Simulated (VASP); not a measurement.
# Co (Fm-3m) in VASP: further runs

The runs below take Co through single point, with PBE.

Program: VASP 6.6.1. These are calculated values, not measurements. Logs are shortened: lines on timing, memory, paths and dates and some standing lists are left out, and cuts for length are marked.

### Step 1. The cell of the first run

Symmetry: Fm-3m, No. 225, cubic system. Conventional cell: a = 3.572 Å, b = 3.572 Å, c = 3.572 Å, α = 90.00°, β = 90.00°, γ = 90.00°. Within 3.3 Å of Co (site symmetry m-3m) lie 12 Co at 2.53 Å.

### Step 2. Single point, PBE, collinear spin, antiferromagnetic start

File INCAR:

```
SYSTEM = Co
  PREC = Accurate
  ENCUT = 520
  EDIFF = 1E-6
  ISMEAR = -1
  SIGMA = 0.05
  LREAL = .False.
  LASPH = .True.
  NELM = 150
  ALGO = Normal
  ISIF = 2
  LWAVE = .False.
  LCHARG = .False.
  ISPIN = 2
  MAGMOM = 3 -3
  LORBIT = 11
  LMAXMIX = 4
  GGA = PE
  NBANDS = 20
```

File KPOINTS:

```
regular mesh
0
Gamma
  11 11 11
  0 0 0
```

File POSCAR:

```
Co
1.0
    3.5720000000      1.7860000000      1.7860000000
    1.7860000000      3.5720000000      1.7860000000
    1.7860000000      1.7860000000      3.5720000000
Co
2
Direct
    0.0000000000      0.0000000000      0.0000000000
    0.5000000000      0.5000000000      0.5000000000
```

Potentials or basis: VASP PAW PBE potentials, release 64 (Co).

Started as:

```bash
$ cat potpaw_PBE.64/Co/POTCAR > POTCAR
$ mpirun -np 1 vasp_std > vasp.out
```

OUTCAR:

```text
SYSTEM = Co
   PREC = Accurate
   ENCUT = 520
   EDIFF = 1E-6
   ISMEAR = -1
   LREAL = .False.
   LASPH = .True.
   NELM = 150
   ISIF = 2
   ISPIN = 2
   LORBIT = 11
   GGA = PE

 ion  position               nearest neighbor table
   1  0.000  0.000  0.000-   2 2.53   2 2.53   2 2.53   2 2.53   2 2.53   2 2.53
   2  0.500  0.500  0.500-   1 2.53   1 2.53   1 2.53   1 2.53   1 2.53   1 2.53

  LATTYP: Found a trigonal (rhomboedric) cell.
 ALAT       =     4.3747886806
 COS(alpha) =     0.8333333333

  Lattice vectors:

 A1 = (   3.5720000000,   1.7860000000,   1.7860000000)
 A2 = (   1.7860000000,   3.5720000000,   1.7860000000)
 A3 = (   1.7860000000,   1.7860000000,   3.5720000000)

Analysis of symmetry for initial positions (statically):
=====================================================================
 Subroutine PRICEL returns following result:

  LATTYP: Found a face centered cubic cell.
 ALAT       =     3.5720000000

  Lattice vectors:

 A1 = (   0.0000000000,  -1.7860000000,   1.7860000000)
 A2 = (  -1.7860000000,   0.0000000000,   1.7860000000)
 A3 = (  -1.7860000000,  -1.7860000000,   0.0000000000)

   2 primitive cells build up your supercell.

 Routine SETGRP: Setting up the symmetry group for a
 trigonal (rhombohedral) supercell.

 Subroutine GETGRP returns: Found 12 space group operations
 (whereof 12 operations were pure point group operations)
 out of a pool of 12 trial point group operations.

The static configuration has the point symmetry D_3d.

Analysis of symmetry for dynamics (positions and initial velocities):
=====================================================================
 Subroutine PRICEL returns following result:

  LATTYP: Found a face centered cubic cell.
 ALAT       =     3.5720000000

  Lattice vectors:

 A1 = (   0.0000000000,  -1.7860000000,   1.7860000000)
 A2 = (  -1.7860000000,   0.0000000000,   1.7860000000)
 A3 = (  -1.7860000000,  -1.7860000000,   0.0000000000)

   2 primitive cells build up your supercell.

 Routine SETGRP: Setting up the symmetry group for a
 trigonal (rhombohedral) supercell.

 Subroutine GETGRP returns: Found 12 space group operations
 (whereof 12 operations were pure point group operations)
 out of a pool of 12 trial point group operations.

The dynamic configuration has the point symmetry D_3d.

Analysis of structural, dynamic, and magnetic symmetry:
=====================================================================
 Subroutine PRICEL returns following result:

  LATTYP: Found a face centered cubic cell.
 ALAT       =     3.5720000000

  Lattice vectors:

 A1 = (   0.0000000000,  -1.7860000000,   1.7860000000)
 A2 = (  -1.7860000000,   0.0000000000,   1.7860000000)
 A3 = (  -1.7860000000,  -1.7860000000,   0.0000000000)

   2 primitive cells build up your supercell.

 Routine SETGRP: Setting up the symmetry group for a
 trigonal (rhombohedral) supercell.

 Subroutine GETGRP returns: Found 12 space group operations
 (whereof 12 operations were pure point group operations)
 out of a pool of 12 trial point group operations.

The overall configuration has the point symmetry D_3d.

 Subroutine INISYM returns: Found 12 space group operations
 (whereof 12 operations are pure point group operations),
 and found     2 'primitive' translations

----------------------------------------------------------------------------------------

                                     Primitive cell

  volume of cell :      11.3940

  direct lattice vectors                    reciprocal lattice vectors
     0.000000000 -1.786000000  1.786000000     0.279955207 -0.279955207  0.279955207
    -1.786000000  0.000000000  1.786000000    -0.279955207  0.279955207  0.279955207
    -1.786000000 -1.786000000  0.000000000    -0.279955207 -0.279955207 -0.279955207

  length of vectors
     2.525785422  2.525785422  2.525785422     0.484896643  0.484896643  0.484896643

  position of ions in fractional coordinates (direct lattice)
     0.000000000  0.000000000  0.000000000

  ion indices of the primitive-cell ions
   primitive index   ion index
                 1           1

----------------------------------------------------------------------------------------

 KPOINTS: regular mesh

Automatic generation of k-mesh.
 Grid dimensions read from file:
 generate k-points for:   11   11   11

 Generating k-lattice:

  Cartesian coordinates                     Fractional coordinates (reciprocal lattice)
     0.038175710 -0.012725237 -0.012725237     0.090909091  0.000000000  0.000000000
    -0.012725237  0.038175710 -0.012725237     0.000000000  0.090909091  0.000000000
    -0.012725237 -0.012725237  0.038175710     0.000000000  0.000000000  0.090909091

  Length of vectors
     0.042204835  0.042204835  0.042204835

  Shift w.r.t. Gamma in fractional coordinates (k-lattice)
     0.000000000  0.000000000  0.000000000

 Subroutine IBZKPT returns following result:
 ===========================================

 Found    146 irreducible k-points:

 Following reciprocal coordinates:
            Coordinates               Weight
  0.000000  0.000000  0.000000      1.000000
  0.090909  0.000000  0.000000      6.000000
  0.181818  0.000000  0.000000      6.000000
  0.272727  0.000000  0.000000      6.000000
  0.363636  0.000000  0.000000      6.000000
  0.454545  0.000000  0.000000      6.000000
[... 16 lines left out ...]
 -0.272727  0.181818  0.000000     12.000000
 -0.181818  0.181818  0.000000      6.000000
 [... further k-points ...]
   k-points           NKPTS =    146   k-points in BZ     NKDIM =    146   number of bands    NBANDS=     20
   number of dos      NEDOS =    301   number of ions     NIONS =      2
   total plane-waves  NPLWV =  46656
   dimension x,y,z NGX =    36 NGY =   36 NGZ =   36
   dimension x,y,z NGXF=    72 NGYF=   72 NGZF=   72
   ions per type =               2
   NGX,Y,Z   is equivalent  to a cutoff of  13.68, 13.68, 13.68 a.u.
   NGXF,Y,Z  is equivalent  to a cutoff of  27.36, 27.36, 27.36 a.u.
 SYSTEM =  Co
   PREC   = accura    normal or accurate (medium, high low for compatibility)
   ISTART =      0    job   : 0-new  1-cont  2-samecut
   ICHARG =      2    charge: 1-file 2-atom 10-const
   ISPIN  =      2    spin polarized calculation?
   LNONCOLLINEAR =      F non collinear calculations
   LSORBIT =      F    spin-orbit coupling
   LASPH  =      T    aspherical Exc in radial PAW
   ENCUT  =  520.0 eV  38.22 Ry    6.18 a.u.   8.13  8.13  8.13*2*pi/ulx,y,z
   NELM   =    150;   NELMIN=  2; NELMDL= -5     # of ELM steps
   EDIFF  = 0.1E-05   stopping-criterion for ELM
   LREAL  =      F    real-space projection
   EDIFFG = 0.1E-04   stopping-criterion for IOM
   NSW    =      0    number of steps for IOM
   IBRION =     -1    ionic relax: 0-MD 1-quasi-New 2-CG
   NFREE  =      0    steps in history (QN), initial steepest desc. (CG)
   ISIF   =      2    stress and relaxation
   ISYM   =      2    0-nonsym 1-usesym 2-fastsym
   POTIM  = 0.5000    time-step for ionic-motion
   TEBEG  =    0.0;   TEEND  =   0.0 temperature during run
   PSTRESS=    0.0 pullay stress
   NELECT =      18.0000    total number of electrons
   NUPDOWN=      -1.0000    fix difference up-down
   EMIN   =  10.00;   EMAX   =-10.00  energy-range for DOS
   EFERMI =   0.00;   METHOD = LEGACY
   ISMEAR =    -1;   SIGMA  =   0.05  broadening in eV -4-tet -1-fermi 0-gaus
   EFERMI_NEDOS =   21; number of points for ismear=-14 and -15
   IALGO  =     38    algorithm
   IMIX   =      4    mixing-type and parameters
     AMIX     =   0.40;   BMIX     =  1.00
     AMIX_MAG =   1.60;   BMIX_MAG =  1.00
  volume/ion in A,a.u.               =      11.39        76.89
  Fermi-wavevector in a.u.,A,eV,Ry     =   1.513320  2.859761 31.159227  2.290139
  Thomas-Fermi vector in A             =   2.623127
   LORBIT       =     11    0 simple, 1 ext, 2 COOP (PROOUT), +10 PAW based schemes
   GGA     = PE    functional components
   LHFCALC =     F    Hartree Fock is set to
   AEXX    =    0.0000 exact exchange contribution
   IVDW    =     0    specifies the selected vdW correction
   LEPSILON=     F    determine dielectric tensor
   LRPA    =     F    only Hartree local field effects (RPA)
 spin polarized calculation
  energy-cutoff  :      520.00
  volume of cell :       22.79
 maximum number of plane-waves:       633
 NGX is ok and might be reduce to    36
   NGX = 17   NGY = 17   NGZ = 17

 number of electron      18.0000005 magnetization      -0.0000000

 number of electron      18.0000005 magnetization       0.0000000

 Free energy of the ion-electron system (eV)
  ---------------------------------------------------
  ext. energy  EPLUGINS =         0.00000000
  ---------------------------------------------------
  free energy    TOTEN  =       -13.58157411 eV

  energy without entropy =      -13.54205127  energy(sigma->0) =      -13.56181269

 E-fermi :   9.5369     XC(G=0): -13.1303

 val. band max:        9.5311243116   @ k =   0.3636   0.0909   0.0909
 cond. band min:       9.5372505836   @ k =   0.3636   0.0909   0.0000
 fundamental gap:      0.0061262720
 Fermi energy:         9.5368737931

 spin component 1

 k-point     1 :       0.0000    0.0000    0.0000
  band No.  band energies     occupation
      1       0.9448      1.00000
      2       5.0591      1.00000
      3       7.3063      1.00000
      4       7.3063      1.00000
      5       7.7708      1.00000
      6       7.8410      1.00000
[... 12 lines left out ...]
     19      36.3587      0.00000
     20      36.3652      0.00000

 k-point     2 :       0.0909    0.0000    0.0000
  band No.  band energies     occupation
      1       1.2345      1.00000
      2       5.2406      1.00000
      3       7.2004      1.00000
      4       7.4249      1.00000
      5       7.6058      1.00000
      6       7.8396      1.00000
[... 12 lines left out ...]
     19      34.9124      0.00000
     20      36.0858      0.00000
[... 465 lines left out ...]
      3       6.4701      1.00000
      4       6.9508      1.00000
      5       7.2730      1.00000
      6       7.4683      1.00000
[... 12 lines left out ...]
     19      35.0077      0.00000
     20      36.9599      0.00000

 k-point    24 :      -0.1818    0.1818    0.0000
  band No.  band energies     occupation
      1       3.9426      1.00000
      2       6.2187      1.00000
      3       6.5385      1.00000
      4       6.6848      1.00000
      5       7.5712      1.00000
      6       7.6242      1.00000
[... 12 lines left out ...]
     19      36.0190      0.00000
     20      36.6881      0.00000

 [... further k-points ...]

 spin component 2

 k-point     1 :       0.0000    0.0000    0.0000
  band No.  band energies     occupation
      1       0.9448      1.00000
      2       5.0591      1.00000
      3       7.3063      1.00000
      4       7.3063      1.00000
      5       7.7708      1.00000
      6       7.8410      1.00000
[... 12 lines left out ...]
     19      36.3595      0.00000
     20      36.3662      0.00000

 k-point     2 :       0.0909    0.0000    0.0000
  band No.  band energies     occupation
      1       1.2345      1.00000
      2       5.2406      1.00000
      3       7.2004      1.00000
      4       7.4249      1.00000
      5       7.6058      1.00000
      6       7.8396      1.00000
[... 12 lines left out ...]
     19      34.9124      0.00000
     20      36.0858      0.00000
[... 465 lines left out ...]
      3       6.4701      1.00000
      4       6.9508      1.00000
      5       7.2730      1.00000
      6       7.4683      1.00000
[... 12 lines left out ...]
     19      35.0077      0.00000
     20      36.9599      0.00000

 k-point    24 :      -0.1818    0.1818    0.0000
  band No.  band energies     occupation
      1       3.9426      1.00000
      2       6.2187      1.00000
      3       6.5385      1.00000
      4       6.6848      1.00000
      5       7.5712      1.00000
      6       7.6242      1.00000
[... 12 lines left out ...]
     19      36.0190      0.00000
     20      36.6881      0.00000

 [... further k-points ...]
[... 5 lines left out ...]
  --------------------------------------------------------------------------------------
  -------------------------------------------------------------------------------------
  Total       -1.8540779     -1.8540779     -1.8540779      0.2111849      0.2111849      0.2111849
  in kB     -130.3569561   -130.3569561   -130.3569561     14.8480406     14.8480406     14.8480406
  external PRESSURE =    -130.3569561 kB  Pullay stress =       0.0000000 kB

 VOLUME and BASIS-vectors are now :
 -----------------------------------------------------------------------------
  energy-cutoff  :      520.00
  volume of cell :       22.79
      direct lattice vectors                 reciprocal lattice vectors
     3.572000000  1.786000000  1.786000000     0.419932811 -0.139977604 -0.139977604
     1.786000000  3.572000000  1.786000000    -0.139977604  0.419932811 -0.139977604
     1.786000000  1.786000000  3.572000000    -0.139977604 -0.139977604  0.419932811

 POSITION                                       TOTAL-FORCE (eV/Angst)
 -----------------------------------------------------------------------------------
      0.00000      0.00000      0.00000         0.000000     -0.000000     -0.000000
      3.57200      3.57200      3.57200        -0.000000      0.000000      0.000000
 -----------------------------------------------------------------------------------
    total drift:                                0.000000      0.000000      0.000000

  FREE ENERGIE OF THE ION-ELECTRON SYSTEM (eV)
  ---------------------------------------------------
  free  energy   TOTEN  =       -13.5815741119 eV

  energy  without entropy=      -13.5420512677  energy(sigma->0) =      -13.56181269

 total charge

# of ion       s       p       d       tot
------------------------------------------
    1        0.467   0.481   7.231   8.180
    2        0.467   0.481   7.231   8.180
--------------------------------------------------
tot          0.935   0.962  14.463  16.359

 magnetization (x)

# of ion       s       p       d       tot
------------------------------------------
    1        0.000   0.009   1.200   1.209
    2       -0.000  -0.009  -1.200  -1.209
--------------------------------------------------
tot          0.000   0.000   0.000   0.000
```

Wall time 6.4 min (1 thread of Intel Xeon Platinum 8259CL at 2.50GHz (Skylake/Cascade Lake), shared host); peak memory 0.3 GiB.

The run converged, but its numbers aren't listed here, since they failed a check.

Caveat: the result breaks the symmetry of the cell.

[end of part 1 of 2]
